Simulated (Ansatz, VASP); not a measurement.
Hf: VASP beside Ansatz

File INCAR:

```
PREC = Accurate
ENCUT = 520
EDIFF = 1E-7
ISMEAR = 0
SIGMA = 0.15
LREAL = F
LASPH = T
NELM = 60
ALGO = Fast
ISIF = 2
LWAVE = F
LCHARG = T
GGA = PS
LELF = T
LVHAR = T
NBANDS = 11
```

The input KPOINTS:

```
Automatic mesh
0
Gamma
  18 18 18
```

Contents of POSCAR:

```
Hf
1.0
   -1.7779250000      1.7779250000      1.8591500000
    1.7779250000     -1.7779250000      1.8591500000
    1.7779250000      1.7779250000     -1.8591500000
Hf
1
Direct
    0.0000000000      0.0000000000      0.0000000000
```

Input for Ansatz:

```yaml
crystal:
  lattice:
    - [-1.777925, 1.777925, 1.85915]
    - [1.777925, -1.777925, 1.85915]
    - [1.777925, 1.777925, -1.85915]
  atoms:
    - { symbol: Hf, position: [0.0, 0.0, 0.0] }
basis:
  ecutwfc: 420
kpoints:
  mp_grid: { grid: [18, 18, 18] }
hamiltonian:
  xc: pbesol
scf:
  occupations: { method: gaussian, width: 0.15 }
output:
  forces: true
  stress: true
  eigenvalues: true
```

Change from the starting cell: strain -0.015 along x and y, +0.030 along z, atoms carried along.

Alike in both runs: task single point; functional PBEsol; k mesh 18 × 18 × 18; occupations gaussian, width 0.15 eV; no spin polarisation.

|  | VASP | Ansatz |
| --- | --- | --- |
| version | VASP 6.6.1 | Ansatz 0.2.0 |
| potentials or method | VASP PAW PBE potentials, release 64 (Hf_pv), cutoff 520 eV | scalar-relativistic, plane waves, PAW |
| valence electrons in the cell | 10 | 26 |

|  | VASP | Ansatz | Ansatz less VASP |
| --- | --- | --- | --- |
| gap on the k mesh at the Fermi level (eV) | none | none | - |
| pressure (GPa) | -9.2 | -8.9 | +0.27 |
| traceless stress, the component that is largest in VASP (GPa) | 1.26 | 1.23 | -0.037 |

VASP's potentials were made for PBE, not for PBEsol. A gap of «none» marks a metal or a gap that the smearing closes. The functional is the same, so the differences come from potentials, cutoffs and numerics. VASP's potentials hold 10 valence electrons a cell and Ansatz's 26, so a difference there can come from the potentials and not from the codes.

Spin-orbit coupling is off throughout.
